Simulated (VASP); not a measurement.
C: single point with LDA

The system is C.

```
CELL_PARAMETERS angstrom
1.22278 2.11665 0.00000
1.22278 -2.11665 0.00000
0.00000 0.00000 -6.71950
ATOMIC_POSITIONS crystal
C 0.17852 0.82148 0.00000
C 0.65490 0.34510 0.50000
C 0.84510 0.15490 0.00000
C 0.32148 0.67852 0.50000
```

This cell differs from its parent crystal: mode 1 (-37.7 1/cm) frozen in, largest displacement +0.050 Å.

```yaml
Program: VASP 6.6.1
Task: single point
Functional: LDA
Potentials_or_basis: VASP PAW LDA potentials, release 64 (C)
Cutoff: 520 eV
k_mesh: 16 × 16 × 6
Occupations: gaussian, width 0.03 eV
Spin: no spin polarisation
Dipole_correction: no
Further_INCAR_settings: ALGO = Normal; EDIFF = 1e-07; NBANDS = 16
```

The pressure is 0.8 GPa and the largest force is 0.027 eV/Å. The band gap on the k mesh is 0.22 eV.

Forces in eV/Å, atoms in the order of the input:
```
C    0.000 -0.021  0.000
C    0.000 -0.027  0.000
C    0.000  0.027  0.000
C    0.000  0.021  0.000
```

Stress tensor (GPa, compression positive):
```
1.39 0.00 0.00
0.00 1.09 0.00
0.00 0.00 0.00
```

Levels at points of the mesh, in eV from the valence-band top:
```tsv
k point	band 5	band 6	band 7	band 8	band 9	band 10	band 11	band 12
(0.00, 0.00, 0.00)	-2.80	-2.78	-2.77	-2.77	3.98	8.63	8.66	8.69
(0.50, 0.00, 0.00)	-6.23	-6.22	-2.35	-2.25	2.00	2.10	7.90	7.99
(0.50, 0.50, 0.00)	-6.26	-6.21	-2.87	-1.42	1.09	2.70	7.72	8.14
(0.00, 0.00, 0.50)	-2.78	-2.78	-2.77	-2.77	6.63	6.63	8.67	8.67
(0.50, 0.00, 0.50)	-6.22	-6.22	-2.20	-2.20	1.80	1.80	7.94	7.94
(0.50, 0.50, 0.50)	-6.24	-6.24	-2.20	-2.20	1.81	1.81	7.92	7.92
```

Wall time 3.1 min on 1 thread of AMD EPYC 7R43 64-Core Processor (Zen 3), on a shared host, peak memory 0.17 GiB.

Caveat: the cell differs from its parent crystal (mode 1 (-37.7 1/cm) frozen in, largest displacement +0.050 Å). A k mesh can miss the band edges.
